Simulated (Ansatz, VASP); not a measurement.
# One calculation of Au, two programs

```
Au
1.0
     1.41131   -2.55593    0.00000
     1.41131    2.55593    0.00000
     0.00000    0.00000    4.89317
Au
2
Direct
  0.33467 0.66533 0.25000
  0.66533 0.33467 0.75000
```

Alike in both runs: task single point; functional r2SCAN; k mesh 11 × 11 × 6; occupations fermi-dirac, width 0.05 eV; no spin polarisation.

|  | VASP | Ansatz |
| --- | --- | --- |
| version | VASP 6.6.1 | Ansatz 0.2.0 |
| potentials or method | VASP PAW PBE potentials, release 64 (Au) | Ansatz PAW |
| plane-wave cutoff (eV) | 520 | 500 |
| valence electrons in the cell | 22 | 38 |

Ansatz gave:

```
gap on the k mesh at the Fermi level (eV)                     : none
pressure (GPa)                                                : -0.4
traceless stress, the component that is largest in VASP (GPa) : 2.59
rms of the force components (eV/Å)                            : 0.007
```

Task: Estimate VASP's values.

Result: gap on the k mesh at the Fermi level (eV): none; pressure (GPa): -0.1; traceless stress, the component that is largest in VASP (GPa): 2.65; rms of the force components (eV/Å): 0.008.

VASP's potentials were made for PBE, not for r2SCAN. Atom by atom the forces differ by 0.000 eV/Å (rms over components). A gap of «none» marks a metal or a gap that the smearing closes. With one functional, cell and mesh, what is left measures potentials, basis and numerics. VASP's potentials hold 22 valence electrons a cell and Ansatz's 38, so a difference there can come from the potentials and not from the codes.

Spin-orbit coupling is off throughout.
